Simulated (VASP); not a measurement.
# LiH in VASP: notebook

The runs below take LiH through single point, with LDA.

Everything below comes from runs of VASP 6.6.1. Logs are shortened: lines on timing, memory, paths and dates and some standing lists are left out, and cuts for length are marked.

## Step 1: The cell of the first run

Symmetry: Fm-3m, No. 225, cubic system. Conventional cell: a = 4.092 Å, b = 4.092 Å, c = 4.092 Å, α = 90.00°, β = 90.00°, γ = 90.00°. Li (site symmetry m-3m) has 6 H at 2.05 Å within 2.7 Å. H (site symmetry m-3m) has 6 Li at 2.05 Å within 2.7 Å.

## Step 2: Single point, LDA (volume scaled by 1.02)

File INCAR:

```
ALGO = Normal ; EDIFF = 1E-7
ENCUT = 520 ; GGA = CA
ISIF = 2 ; ISMEAR = -1
LASPH = True ; LCHARG = False
LREAL = False ; LWAVE = False
NBANDS = 9 ; NELM = 80
PREC = Accurate ; SIGMA = 0.03
```

File KPOINTS:

```
k-points
0
Gamma
  11 11 11
```

File POSCAR:

```
LiH
1.0
    0.0000000000      2.0459606572      2.0459606572
    2.0459606572      0.0000000000      2.0459606572
    2.0459606572      2.0459606572      0.0000000000
Li H
1 1
Direct
    0.0000000000      0.0000000000      0.0000000000
    0.5000000000      0.5000000000      0.5000000000
```

Potentials or basis: VASP PAW LDA potentials, release 64 (Li_sv, H).

Run with:

```bash
cat potpaw_LDA.64/Li_sv/POTCAR potpaw_LDA.64/H/POTCAR > POTCAR
mpirun -np 1 vasp_std > vasp.out
```

OUTCAR:

```text
EDIFF = 1E-7
   ENCUT = 520
   GGA = CA
   ISIF = 2
   ISMEAR = -1
   LASPH = True
   LREAL = False
   NELM = 80
   PREC = Accurate

 ion  position               nearest neighbor table
   1  0.000  0.000  0.000-
   2  0.500  0.500  0.500-

  LATTYP: Found a face centered cubic cell.
 ALAT       =     4.0919213144

  Lattice vectors:

 A1 = (   0.0000000000,   2.0459606572,   2.0459606572)
 A2 = (   2.0459606572,   0.0000000000,   2.0459606572)
 A3 = (   2.0459606572,   2.0459606572,   0.0000000000)

Analysis of symmetry for initial positions (statically):
=====================================================================
 Subroutine PRICEL returns:
 Original cell was already a primitive cell.

 Routine SETGRP: Setting up the symmetry group for a
 face centered cubic supercell.

 Subroutine GETGRP returns: Found 48 space group operations
 (whereof 48 operations were pure point group operations)
 out of a pool of 48 trial point group operations.

The static configuration has the point symmetry O_h .

Analysis of symmetry for dynamics (positions and initial velocities):
=====================================================================
 Subroutine PRICEL returns:
 Original cell was already a primitive cell.

 Routine SETGRP: Setting up the symmetry group for a
 face centered cubic supercell.

 Subroutine GETGRP returns: Found 48 space group operations
 (whereof 48 operations were pure point group operations)
 out of a pool of 48 trial point group operations.

The dynamic configuration has the point symmetry O_h .

 Subroutine INISYM returns: Found 48 space group operations
 (whereof 48 operations are pure point group operations),
 and found     1 'primitive' translations

----------------------------------------------------------------------------------------

                                     Primitive cell

  volume of cell :      17.1286

  direct lattice vectors                    reciprocal lattice vectors
     0.000000000  2.045960657  2.045960657    -0.244383976  0.244383976  0.244383976
     2.045960657  0.000000000  2.045960657     0.244383976 -0.244383976  0.244383976
     2.045960657  2.045960657  0.000000000     0.244383976  0.244383976 -0.244383976

  length of vectors
     2.893425309  2.893425309  2.893425309     0.423285463  0.423285463  0.423285463

  position of ions in fractional coordinates (direct lattice)
     0.000000000  0.000000000  0.000000000
     0.500000000  0.500000000  0.500000000

  ion indices of the primitive-cell ions
   primitive index   ion index
                 1           1
                 2           2

----------------------------------------------------------------------------------------

 KPOINTS: k-points

Automatic generation of k-mesh.
 Grid dimensions read from file:
 generate k-points for:   11   11   11

 Generating k-lattice:

  Cartesian coordinates                     Fractional coordinates (reciprocal lattice)
    -0.022216725  0.022216725  0.022216725     0.090909091  0.000000000  0.000000000
     0.022216725 -0.022216725  0.022216725     0.000000000  0.090909091  0.000000000
     0.022216725  0.022216725 -0.022216725     0.000000000  0.000000000  0.090909091

  Length of vectors
     0.038480497  0.038480497  0.038480497

  Shift w.r.t. Gamma in fractional coordinates (k-lattice)
     0.000000000  0.000000000  0.000000000

 Subroutine IBZKPT returns following result:
 ===========================================

 Found     56 irreducible k-points:

 Following reciprocal coordinates:
            Coordinates               Weight
  0.000000  0.000000  0.000000      1.000000
  0.090909  0.000000  0.000000      8.000000
  0.181818  0.000000  0.000000      8.000000
  0.272727  0.000000  0.000000      8.000000
  0.363636  0.000000  0.000000      8.000000
  0.454545  0.000000  0.000000      8.000000
[... 16 lines left out ...]
 -0.272727  0.181818  0.000000     24.000000
 -0.181818  0.181818  0.000000     12.000000
 [... further k-points ...]
   k-points           NKPTS =     56   k-points in BZ     NKDIM =     56   number of bands    NBANDS=      9
   number of dos      NEDOS =    301   number of ions     NIONS =      2
   total plane-waves  NPLWV =  13824
   dimension x,y,z NGX =    24 NGY =   24 NGZ =   24
   dimension x,y,z NGXF=    48 NGYF=   48 NGZF=   48
   ions per type =               1   1
   NGX,Y,Z   is equivalent  to a cutoff of  13.79, 13.79, 13.79 a.u.
   NGXF,Y,Z  is equivalent  to a cutoff of  27.58, 27.58, 27.58 a.u.
 SYSTEM =  unknown system
   PREC   = accura    normal or accurate (medium, high low for compatibility)
   ISTART =      0    job   : 0-new  1-cont  2-samecut
   ICHARG =      2    charge: 1-file 2-atom 10-const
   ISPIN  =      1    spin polarized calculation?
   LNONCOLLINEAR =      F non collinear calculations
   LSORBIT =      F    spin-orbit coupling
   LASPH  =      T    aspherical Exc in radial PAW
   ENCUT  =  520.0 eV  38.22 Ry    6.18 a.u.   5.38  5.38  5.38*2*pi/ulx,y,z
   NELM   =     80;   NELMIN=  2; NELMDL= -5     # of ELM steps
   EDIFF  = 0.1E-06   stopping-criterion for ELM
   LREAL  =      F    real-space projection
   EDIFFG = 0.1E-05   stopping-criterion for IOM
   NSW    =      0    number of steps for IOM
   IBRION =     -1    ionic relax: 0-MD 1-quasi-New 2-CG
   NFREE  =      0    steps in history (QN), initial steepest desc. (CG)
   ISIF   =      2    stress and relaxation
   ISYM   =      2    0-nonsym 1-usesym 2-fastsym
   POTIM  = 0.5000    time-step for ionic-motion
   TEBEG  =    0.0;   TEEND  =   0.0 temperature during run
   PSTRESS=    0.0 pullay stress
   NELECT =       4.0000    total number of electrons
   NUPDOWN=      -1.0000    fix difference up-down
   EMIN   =  10.00;   EMAX   =-10.00  energy-range for DOS
   EFERMI =   0.00;   METHOD = LEGACY
   ISMEAR =    -1;   SIGMA  =   0.03  broadening in eV -4-tet -1-fermi 0-gaus
   EFERMI_NEDOS =   21; number of points for ismear=-14 and -15
   IALGO  =     38    algorithm
   IMIX   =      4    mixing-type and parameters
     AMIX     =   0.40;   BMIX     =  1.00
     AMIX_MAG =   1.60;   BMIX_MAG =  1.00
  volume/ion in A,a.u.               =       8.56        57.79
  Fermi-wavevector in a.u.,A,eV,Ry     =   1.008140  1.905109 13.828233  1.016346
  Thomas-Fermi vector in A             =   2.140989
   LORBIT       =      0    0 simple, 1 ext, 2 COOP (PROOUT), +10 PAW based schemes
   GGA     = CA    functional components
   LHFCALC =     F    Hartree Fock is set to
   AEXX    =    0.0000 exact exchange contribution
   IVDW    =     0    specifies the selected vdW correction
   LEPSILON=     F    determine dielectric tensor
   LRPA    =     F    only Hartree local field effects (RPA)
 non-spin polarized calculation
  energy-cutoff  :      520.00
  volume of cell :       17.13
 maximum number of plane-waves:       477
 NGX is ok and might be reduce to    24
   NGX = 11   NGY = 11   NGZ = 11

 number of electron       4.0000002 magnetization

 Free energy of the ion-electron system (eV)
  ---------------------------------------------------
  ext. energy  EPLUGINS =         0.00000000
  ---------------------------------------------------
  free energy    TOTEN  =        -6.46333461 eV

  energy without entropy =       -6.46333461  energy(sigma->0) =       -6.46333461

 E-fermi :   0.4502     XC(G=0):  -8.6055

 val. band max:       -0.1275933390   @ k =  -0.4545   0.4545   0.0000
 cond. band min:       2.7207684959   @ k =  -0.4545   0.4545   0.0000
 fundamental gap:      2.8483618349
 Fermi energy:         0.4501702323

 k-point     1 :       0.0000    0.0000    0.0000
  band No.  band energies     occupation
      1     -43.6046      2.00000
      2      -5.4093      2.00000
      3      15.2535      0.00000
      4      16.7153      0.00000
      5      16.7153      0.00000
      6      16.7153      0.00000
      7      21.4304      0.00000
      8      21.4304      0.00000
      9      21.4304      0.00000

 k-point     2 :       0.0909    0.0000    0.0000
  band No.  band energies     occupation
      1     -43.6014      2.00000
      2      -5.2682      2.00000
      3      14.0151      0.00000
      4      16.0075      0.00000
      5      16.4107      0.00000
      6      16.4107      0.00000
      7      20.8694      0.00000
      8      22.0877      0.00000
      9      22.0877      0.00000

 k-point     3 :       0.1818    0.0000    0.0000
  band No.  band energies     occupation
      1     -43.5926      2.00000
      2      -4.8511      2.00000
      3      11.2160      0.00000
      4      14.9673      0.00000
      5      15.8659      0.00000
      6      15.8659      0.00000
      7      21.4368      0.00000
      8      22.3494      0.00000
      9      22.3494      0.00000

 k-point     4 :       0.2727    0.0000    0.0000
  band No.  band energies     occupation
      1     -43.5810      2.00000
      2      -4.1932      2.00000
      3       8.3708      0.00000
      4      14.0258      0.00000
      5      15.4675      0.00000
      6      15.4675      0.00000
      7      20.5568      0.00000
      8      20.5568      0.00000
      9      22.6515      0.00000

 k-point     5 :       0.3636    0.0000    0.0000
  band No.  band energies     occupation
      1     -43.5703      2.00000
      2      -3.4008      2.00000
      3       6.0336      0.00000
      4      13.3288      0.00000
      5      15.3181      0.00000
      6      15.3181      0.00000
      7      19.0835      0.00000
      8      19.0835      0.00000
      9      24.1839      0.00000

 k-point     6 :       0.4545    0.0000    0.0000
  band No.  band energies     occupation
      1     -43.5639      2.00000
      2      -2.7682      2.00000
      3       4.6102      0.00000
      4      12.9620      0.00000
      5      15.3410      0.00000
      6      15.3410      0.00000
      7      18.2321      0.00000
      8      18.2321      0.00000
      9      25.5211      0.00000
[... 169 lines left out ...]
 k-point    21 :      -0.4545    0.1818    0.0000
  band No.  band energies     occupation
      1     -43.5583      2.00000
      2      -2.0386      2.00000
      3       4.5336      0.00000
      4       9.2827      0.00000
      5      12.9067      0.00000
      6      14.8536      0.00000
      7      22.0124      0.00000
      8      22.8147      0.00000
      9      25.6899      0.00000

 k-point    22 :      -0.3636    0.1818    0.0000
  band No.  band energies     occupation
      1     -43.5604      2.00000
      2      -2.3408      2.00000
      3       5.1316      0.00000
      4       9.0623      0.00000
      5      13.7978      0.00000
      6      14.7039      0.00000
      7      21.2630      0.00000
      8      23.7635      0.00000
      9      25.5955      0.00000

 k-point    23 :      -0.2727    0.1818    0.0000
  band No.  band energies     occupation
      1     -43.5674      2.00000
      2      -3.1340      2.00000
      3       6.9981      0.00000
      4       9.1792      0.00000
      5      14.8268      0.00000
      6      15.0430      0.00000
      7      20.8106      0.00000
      8      23.5717      0.00000
      9      24.8287      0.00000

 k-point    24 :      -0.1818    0.1818    0.0000
  band No.  band energies     occupation
      1     -43.5772      2.00000
      2      -3.9317      2.00000
      3       9.6036      0.00000
      4       9.6046      0.00000
      5      15.1506      0.00000
      6      16.4412      0.00000
      7      20.4323      0.00000
      8      22.1729      0.00000
      9      23.8015      0.00000

 [... further k-points ...]

------------------------ aborting loop because EDIFF is reached ----------------------------------------

  FORCE on cell =-STRESS in cart. coord.  units (eV):
  Direction    XX          YY          ZZ          XY          YZ          ZX
  --------------------------------------------------------------------------------------
  -------------------------------------------------------------------------------------
  Total       -0.4922867     -0.4922867     -0.4922867      0.0000000     -0.0000000     -0.0000000
  in kB      -46.0475847    -46.0475847    -46.0475847      0.0000000     -0.0000000     -0.0000000
  external PRESSURE =     -46.0475847 kB  Pullay stress =       0.0000000 kB

 VOLUME and BASIS-vectors are now :
 -----------------------------------------------------------------------------
  energy-cutoff  :      520.00
  volume of cell :       17.13
      direct lattice vectors                 reciprocal lattice vectors
     0.000000000  2.045960657  2.045960657    -0.244383976  0.244383976  0.244383976
     2.045960657  0.000000000  2.045960657     0.244383976 -0.244383976  0.244383976
     2.045960657  2.045960657  0.000000000     0.244383976  0.244383976 -0.244383976

 POSITION                                       TOTAL-FORCE (eV/Angst)
 -----------------------------------------------------------------------------------
      0.00000      0.00000      0.00000         0.000000     -0.000000     -0.000000
      2.04596      2.04596      2.04596        -0.000000      0.000000      0.000000
 -----------------------------------------------------------------------------------
    total drift:                                0.000000     -0.000000     -0.000000

  FREE ENERGIE OF THE ION-ELECTRON SYSTEM (eV)
  ---------------------------------------------------
  free  energy   TOTEN  =        -6.4633346073 eV

  energy  without entropy=       -6.4633346072  energy(sigma->0) =       -6.46333461
```

Wall time 5.3 s (1 thread of Intel Xeon Platinum 8375C at 2.90GHz (Ice Lake), shared host); peak memory 0.12 GiB.

What came out:

```
Free energy            : -6.4633 eV
Band gap on the k mesh : 2.85 eV, direct
```

Caveat: the cutoff is under 1.25 times the usual one of these potentials, so pressure, stress and relaxed cells hold a basis-set (Pulay) error.

(Part 1 of 2 ends here.)
